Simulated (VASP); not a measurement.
# KMgBe6 (R-3m) in VASP: further runs, part 3 of 3

VASP 6.6.1. Earlier steps stand in the parts before.

**6. Relaxation of cell and atoms, PBE**

This run uses another cell than the first one, of 16.83 Å³/atom.

The input, INCAR:

```
SYSTEM = KMgBe6
ALGO = Fast
EDIFF = 1E-7
EDIFFG = -0.01
ENCUT = 600
GGA = PE
IBRION = 2
ISIF = 3
ISMEAR = 0
LASPH = .TRUE.
LCHARG = .FALSE.
LREAL = .FALSE.
LWAVE = .FALSE.
NELM = 100
NSW = 100
PREC = Accurate
SIGMA = 0.1
```

The input, KPOINTS:

```
k-points
0
G
  6 6 6
  0 0 0
```

The input, POSCAR:

```
KMgBe6
1.0
    3.3441094617      1.9307224979      3.4749799462
   -3.3441094617      1.9307224979      3.4749799462
    0.0000000000     -3.8614449958      3.4749799462
K Mg Be
1 1 6
Direct
    0.5000000000      0.5000000000      0.5000000000
    0.0000000000      0.0000000000      0.0000000000
    0.3534917444      0.3534917444      0.0400079189
    0.0400079189      0.3534917444      0.3534917444
    0.3534917444      0.0400079189      0.3534917444
    0.9599920811      0.6465082556      0.6465082556
    0.6465082556      0.6465082556      0.9599920811
    0.6465082556      0.9599920811      0.6465082556
```

Potentials or basis: VASP PAW PBE potentials, release 64 (K_sv, Mg, Be).

Command:

```bash
> cat potpaw_PBE.64/K_sv/POTCAR potpaw_PBE.64/Mg/POTCAR potpaw_PBE.64/Be/POTCAR > POTCAR
> mpirun -np 1 vasp_std > vasp.out
```

OUTCAR:

```text
SYSTEM = KMgBe6
   EDIFF = 1E-7
   EDIFFG = -0.01
   ENCUT = 600
   GGA = PE
   IBRION = 2
   ISIF = 3
   ISMEAR = 0
   LASPH = .TRUE.
   LREAL = .FALSE.
   NELM = 100
   NSW = 100
   PREC = Accurate

 ion  position               nearest neighbor table
   1  0.500  0.500  0.500-   3 2.79   7 2.79   4 2.79   5 2.79   8 2.79   6 2.79   7 2.88   3 2.88
                             8 2.88   5 2.88   6 2.88   4 2.88
   2  0.000  0.000  0.000-   3 2.86   7 2.86   5 2.86   6 2.86   4 2.86   8 2.86
   3  0.353  0.353  0.040-   4 2.10   5 2.10   7 2.27   1 2.79   2 2.86   1 2.88
   4  0.040  0.353  0.353-   3 2.10   5 2.10   6 2.27   1 2.79   2 2.86   1 2.88
   5  0.353  0.040  0.353-   3 2.10   4 2.10   8 2.27   1 2.79   2 2.86   1 2.88
   6  0.960  0.647  0.647-   7 2.10   8 2.10   4 2.27   1 2.79   2 2.86   1 2.88
   7  0.647  0.647  0.960-   6 2.10   8 2.10   3 2.27   1 2.79   2 2.86   1 2.88
   8  0.647  0.960  0.647-   7 2.10   6 2.10   5 2.27   1 2.79   2 2.86   1 2.88

  LATTYP: Found a trigonal (rhomboedric) cell.
 ALAT       =     5.1948284940
 COS(alpha) =     0.1712023005

  Lattice vectors:

 A1 = (   3.3441094617,   1.9307224979,   3.4749799462)
 A2 = (  -3.3441094617,   1.9307224979,   3.4749799462)
 A3 = (   0.0000000000,  -3.8614449958,   3.4749799462)

Analysis of symmetry for initial positions (statically):
=====================================================================
 Subroutine PRICEL returns:
 Original cell was already a primitive cell.

 Routine SETGRP: Setting up the symmetry group for a
 trigonal (rhombohedral) supercell.

 Subroutine GETGRP returns: Found 12 space group operations
 (whereof 12 operations were pure point group operations)
 out of a pool of 12 trial point group operations.

The static configuration has the point symmetry D_3d.

Analysis of symmetry for dynamics (positions and initial velocities):
=====================================================================
 Subroutine PRICEL returns:
 Original cell was already a primitive cell.

 Routine SETGRP: Setting up the symmetry group for a
 trigonal (rhombohedral) supercell.

 Subroutine GETGRP returns: Found 12 space group operations
 (whereof 12 operations were pure point group operations)
 out of a pool of 12 trial point group operations.

The dynamic configuration has the point symmetry D_3d.

 Subroutine INISYM returns: Found 12 space group operations
 (whereof 12 operations are pure point group operations),
 and found     1 'primitive' translations

----------------------------------------------------------------------------------------

                                     Primitive cell

  volume of cell :     134.6182

  direct lattice vectors                    reciprocal lattice vectors
     3.344109462  1.930722498  3.474979946     0.149516637  0.086323471  0.095923815
    -3.344109462  1.930722498  3.474979946    -0.149516637  0.086323471  0.095923815
     0.000000000 -3.861444996  3.474979946     0.000000000 -0.172646941  0.095923815

  length of vectors
     5.194828494  5.194828494  5.194828494     0.197505303  0.197505303  0.197505303

  position of ions in fractional coordinates (direct lattice)
     0.500000000  0.500000000  0.500000000
     0.000000000  0.000000000  0.000000000
     0.353491744  0.353491744  0.040007919
     0.040007919  0.353491744  0.353491744
     0.353491744  0.040007919  0.353491744
     0.959992081  0.646508256  0.646508256
[... 68 lines left out ...]
   number of dos      NEDOS =    301   number of ions     NIONS =      8
   total plane-waves  NPLWV =  74088
   dimension x,y,z NGX =    42 NGY =   42 NGZ =   42
   dimension x,y,z NGXF=    84 NGYF=   84 NGZF=   84
   ions per type =               1   1   6
   NGX,Y,Z   is equivalent  to a cutoff of  13.44, 13.44, 13.44 a.u.
   NGXF,Y,Z  is equivalent  to a cutoff of  26.88, 26.88, 26.88 a.u.
 SYSTEM =  KMgBe6
   PREC   = accura    normal or accurate (medium, high low for compatibility)
   ISTART =      0    job   : 0-new  1-cont  2-samecut
   ICHARG =      2    charge: 1-file 2-atom 10-const
   ISPIN  =      1    spin polarized calculation?
   LNONCOLLINEAR =      F non collinear calculations
   LSORBIT =      F    spin-orbit coupling
   LASPH  =      T    aspherical Exc in radial PAW
   ENCUT  =  600.0 eV  44.10 Ry    6.64 a.u.  10.38 10.38 10.38*2*pi/ulx,y,z
   NELM   =    100;   NELMIN=  2; NELMDL= -5     # of ELM steps
   EDIFF  = 0.1E-06   stopping-criterion for ELM
   LREAL  =      F    real-space projection
   EDIFFG = -.1E-01   stopping-criterion for IOM
   NSW    =    100    number of steps for IOM
   IBRION =      2    ionic relax: 0-MD 1-quasi-New 2-CG
   NFREE  =      1    steps in history (QN), initial steepest desc. (CG)
   ISIF   =      3    stress and relaxation
   ISYM   =      2    0-nonsym 1-usesym 2-fastsym
   POTIM  = 0.5000    time-step for ionic-motion
   TEBEG  =    0.0;   TEEND  =   0.0 temperature during run
   PSTRESS=    0.0 pullay stress
   NELECT =      23.0000    total number of electrons
   NUPDOWN=      -1.0000    fix difference up-down
   EMIN   =  10.00;   EMAX   =-10.00  energy-range for DOS
   EFERMI =   0.00;   METHOD = LEGACY
   ISMEAR =     0;   SIGMA  =   0.10  broadening in eV -4-tet -1-fermi 0-gaus
   EFERMI_NEDOS =   21; number of points for ismear=-14 and -15
   IALGO  =     68    algorithm
   IMIX   =      4    mixing-type and parameters
     AMIX     =   0.40;   BMIX     =  1.00
     AMIX_MAG =   1.60;   BMIX_MAG =  1.00
  volume/ion in A,a.u.               =      16.83       113.56
  Fermi-wavevector in a.u.,A,eV,Ry     =   0.908412  1.716650 11.227693  0.825212
  Thomas-Fermi vector in A             =   2.032335
   LORBIT       =      0    0 simple, 1 ext, 2 COOP (PROOUT), +10 PAW based schemes
   GGA     = PE    functional components
   LHFCALC =     F    Hartree Fock is set to
   AEXX    =    0.0000 exact exchange contribution
   IVDW    =     0    specifies the selected vdW correction
   LEPSILON=     F    determine dielectric tensor
   LRPA    =     F    only Hartree local field effects (RPA)
 conjugate gradient relaxation of ions
 non-spin polarized calculation
 RMM-DIIS sequential band-by-band and
 Gauss-broadening in eV      SIGMA  =   0.10
  energy-cutoff  :      600.00
  volume of cell :      134.62
 maximum number of plane-waves:      4562
 NGX is ok and might be reduce to    42
   NGX = 21   NGY = 21   NGZ = 21

--------------------------------------- Ionic step        1  -------------------------------------------

 number of electron      23.0000001 magnetization

 Free energy of the ion-electron system (eV)
  ---------------------------------------------------
  ext. energy  EPLUGINS =         0.00000000
  ---------------------------------------------------
  free energy    TOTEN  =       -16.20844940 eV

  energy without entropy =      -16.18948317  energy(sigma->0) =      -16.19896628

------------------------ aborting loop because EDIFF is reached ----------------------------------------

  FORCE on cell =-STRESS in cart. coord.  units (eV):
  Direction    XX          YY          ZZ          XY          YZ          ZX
  --------------------------------------------------------------------------------------
  -------------------------------------------------------------------------------------
  Total        0.0547329      0.0547329      0.2301810     -0.0000000      0.0000000     -0.0000000
  in kB        0.6514112      0.6514112      2.7395301     -0.0000000      0.0000000     -0.0000000
  external PRESSURE =       1.3474509 kB  Pullay stress =       0.0000000 kB
[... 281 lines left out ...]
--------------------------------------- Ionic step        8  -------------------------------------------

 number of electron      23.0000001 magnetization

 Free energy of the ion-electron system (eV)
  ---------------------------------------------------
  ext. energy  EPLUGINS =         0.00000000
  ---------------------------------------------------
  free energy    TOTEN  =       -16.20892925 eV

  energy without entropy =      -16.19009288  energy(sigma->0) =      -16.19951107

 E-fermi :   2.2211     XC(G=0):  -8.6370

 val. band max:        2.2084843627   @ k =   0.3333   0.1667   0.1667
 cond. band min:       2.2231926691   @ k =   0.3333   0.3333   0.0000
 fundamental gap:      0.0147083064
 Fermi energy:         2.2211131904

 k-point     1 :       0.0000    0.0000    0.0000
  band No.  band energies     occupation
      1     -27.5733      2.00000
      2     -11.3411      2.00000
      3     -11.3411      2.00000
      4     -11.2397      2.00000
      5      -4.6661      2.00000
      6      -1.6378      2.00000
[... 433 lines left out ...]
      3     -11.3551      2.00000
      4     -11.2727      2.00000
      5      -2.9891      2.00000
      6      -2.8748      2.00000
[... 8 lines left out ...]
     15       4.1151      0.00000
     16       4.6577      0.00000

 [... further k-points ...]
[... 5 lines left out ...]
  --------------------------------------------------------------------------------------
  -------------------------------------------------------------------------------------
  Total        0.0128731      0.0128731     -0.0106299      0.0000000     -0.0000000      0.0000000
  in kB        0.1525557      0.1525557     -0.1259716      0.0000000     -0.0000000      0.0000000
  external PRESSURE =       0.0597133 kB  Pullay stress =       0.0000000 kB
[... 23 lines left out ...]
  FREE ENERGIE OF THE ION-ELECTRON SYSTEM (eV)
  ---------------------------------------------------
  free  energy   TOTEN  =       -16.2089292549 eV

  energy  without entropy=      -16.1900928810  energy(sigma->0) =      -16.19951107

 reached required accuracy - stopping structural energy minimisation
```

Wall time 6.2 min (1 thread of Intel Xeon Platinum 8259CL at 2.50GHz (Skylake/Cascade Lake), shared host); peak memory 0.34 GiB.

What came out:

| Item | Value |
| --- | --- |
| Free energy | -16.2089 eV |
| Relaxed volume | 16.90 Å³/atom |
| Relaxed cell | a = 5.204 Å, b = 5.204 Å, c = 5.204 Å, α = 80.00°, β = 80.00°, γ = 80.00° |
| Space group after relaxing (to 0.1 Å) | R-3m (No. 166) |
| Energy gained by relaxing | 0.1 meV/atom |
| Ionic steps | 8 |
| Pressure after relaxing | 0.0 GPa |
| Largest force after relaxing | 0.010 eV/Å |
| Band gap on the k mesh | zero (an odd number of electrons rules out a gap without spin polarisation) |

Forces in eV/Å, atoms in the order of the input:
```
K    0.000  0.000  0.000
Mg   0.000  0.000  0.000
Be   0.000  0.008  0.006
Be  -0.007 -0.004  0.006
Be   0.007 -0.004  0.006
Be   0.007  0.004 -0.006
Be   0.000 -0.008 -0.006
Be  -0.007  0.004 -0.006
```

Step by step:
| step | energy change (eV) | largest force (eV/Å) | pressure (GPa) | volume (Å³) |
| --- | --- | --- | --- | --- |
| 1 | 0.0000 | 0.0030 | 0.13 | 134.62 |
| 2 | -0.0002 | 0.0101 | 0.04 | 134.89 |
| 3 | -0.0003 | 0.0139 | -0.01 | 135.05 |
| 4 | -0.0003 | 0.0148 | -0.02 | 135.09 |
| 5 | -0.0004 | 0.0116 | -0.01 | 135.11 |
| 6 | -0.0004 | 0.0122 | 0.01 | 135.14 |
| 7 | -0.0004 | 0.0145 | 0.01 | 135.16 |
| 8 | -0.0005 | 0.0099 | 0.01 | 135.20 |

Final structure:
```yaml
crystal:
  lattice:
    - [3.34532, 1.93142, 3.48738]
    - [-3.34532, 1.93142, 3.48738]
    - [0.00000, -3.86284, 3.48738]
  atoms:
    - { symbol: K, position: [0.50000, 0.50000, 0.50000] }
    - { symbol: Mg, position: [0.00000, 0.00000, 0.00000] }
    - { symbol: Be, position: [0.35371, 0.35371, 0.04059] }
    - { symbol: Be, position: [0.04059, 0.35371, 0.35371] }
    - { symbol: Be, position: [0.35371, 0.04059, 0.35371] }
    - { symbol: Be, position: [0.95941, 0.64629, 0.64629] }
    - { symbol: Be, position: [0.64629, 0.64629, 0.95941] }
    - { symbol: Be, position: [0.64629, 0.95941, 0.64629] }
```

Levels at points of the mesh, in eV from the Fermi level:
```csv
k point,band 9,band 10,band 11,band 12,band 13,band 14,band 15,band 16
"(0.00, 0.00, 0.00)",-1.33,-0.58,-0.52,-0.52,0.66,0.66,1.28,1.86
"(0.50, 0.00, 0.00)",-1.68,-1.17,-0.81,-0.57,0.37,1.05,1.30,2.57
"(0.50, 0.50, 0.00)",-1.58,-0.61,0.08,0.20,0.51,0.87,1.02,2.15
"(0.50, 0.50, 0.50)",-2.76,-2.03,-2.03,-1.91,2.39,3.13,3.13,3.31
```

**7. Summary**

```csv
task,cell,cutoff (eV),gap on the mesh (eV),pressure (GPa),relaxed volume (Å³/atom),largest force (eV/Å)
single point,"a = 4.584 Å, angles 97.7°, 8 atoms, atomic positions A",520,none,50.4,-,7.87
single point,"a = 5.195 Å, angles 80.1°, 8 atoms, atomic positions B",520,none,0.1,-,-
single point,"a = 5.203 Å, angles 79.9°, 8 atoms, atomic positions B",520,none,0.1,-,0.01
relaxation of cell and atoms,"relaxed from a = 4.584 Å, angles 97.7°, 8 atoms, atomic positions A",600,none,0.0,16.87,0.04
relaxation of cell and atoms,"relaxed from a = 5.195 Å, angles 80.1°, 8 atoms, atomic positions B",600,none,0.0,16.90,0.01
```

Alike in all rows: level PBE; potentials or basis VASP PAW PBE potentials, release 64 (K_sv, Mg, Be); no spin polarisation; k mesh 6 × 6 × 6; smearing gaussian 0.1 eV.

Caveats: the cell stands under pressure (at least some runs); forces of over 1 eV/Å act on the atoms, so gaps and moduli don't describe the material at rest (at least some runs); the volume moved by over 15 % at a fixed basis, so the end points are rough (at least some runs).

Total energies depend on the potentials used, so only differences within one code and one set of settings carry meaning.
